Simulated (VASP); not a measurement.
Input of a VASP 6.6.1 run:

INCAR

```
SYSTEM = Pd
ALGO = Normal
EDIFF = 1E-7
ENCUT = 520
GGA = PS
ISIF = 2
ISMEAR = -1
LASPH = .True.
LCHARG = .True.
LELF = .True.
LREAL = .False.
LVHAR = .True.
LWAVE = .False.
NBANDS = 11
NELM = 60
PREC = Accurate
SIGMA = 0.15
```

File KPOINTS:

```
k-points
0
Gamma
  8 8 8
  0 0 0
```

POSCAR

```
Pd
1.0
    3.4470000000      0.0000000000      0.0000000000
    0.0000000000      3.4470000000      0.0000000000
    0.0000000000      0.0000000000      3.4470000000
Pd
1
Direct
    0.0000000000      0.0000000000      0.0000000000
```

Potentials or basis: VASP PAW PBE potentials, release 64 (Pd).

Command:

```bash
$ cat potpaw_PBE.64/Pd/POTCAR > POTCAR
$ mpirun -np 1 vasp_std > vasp.out
```

Estimate the pressure.

-10.1 GPa.

What does it give for the band gap on the k mesh?

Zero (band 5 reaches -0.06 eV, above the bottom of band 6 at -0.45 eV).

Caveat: the PAW data sets were made with another functional, which shifts forces and pressure a little.
